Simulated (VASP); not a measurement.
A run of VASP 6.6.1 is set up as follows.

The input INCAR:

```
SYSTEM = Al
PREC = Accurate
ENCUT = 520
EDIFF = 1E-8
ISMEAR = -1
SIGMA = 0.05
LREAL = .FALSE.
LASPH = .TRUE.
NELM = 100
ALGO = Normal
ISIF = 2
LWAVE = .FALSE.
LCHARG = .FALSE.
GGA = PS
LEFG = .TRUE.
NBANDS = 22
```

File KPOINTS:

```
regular mesh
0
G
  3 3 3
  0 0 0
```

File POSCAR:

```
Al
1.0
    0.0000000000      4.0496100000      4.0496100000
    4.0496100000      0.0000000000      4.0496100000
    4.0496100000      4.0496100000      0.0000000000
Al
8
Direct
    0.0000000000      0.0000000000      0.0000000000
    0.0000000000      0.0000000000      0.5000000000
    0.0000000000      0.5000000000      0.0000000000
    0.0000000000      0.5000000000      0.5000000000
    0.5000000000      0.0000000000      0.0000000000
    0.5000000000      0.0000000000      0.5000000000
    0.5000000000      0.5000000000      0.0000000000
    0.5000000000      0.5000000000      0.5000000000
```

Potentials or basis: VASP PAW PBE potentials, release 64 (Al).

Command:

```console
$ cat potpaw_PBE.64/Al/POTCAR > POTCAR
$ mpirun -np 1 vasp_std > vasp.out
```

Q: Predict the band gap on the k mesh.

A: Zero (bands 12 and 13 overlap by 2.10 eV).

Q: What does it give for the pressure?

A: -1.5 GPa.

Caveat: the k points lie up to 0.45 Å⁻¹ apart, too coarse for converged energies and pressures of a metal; the PAW data sets were made with another functional, which shifts forces and pressure a little.
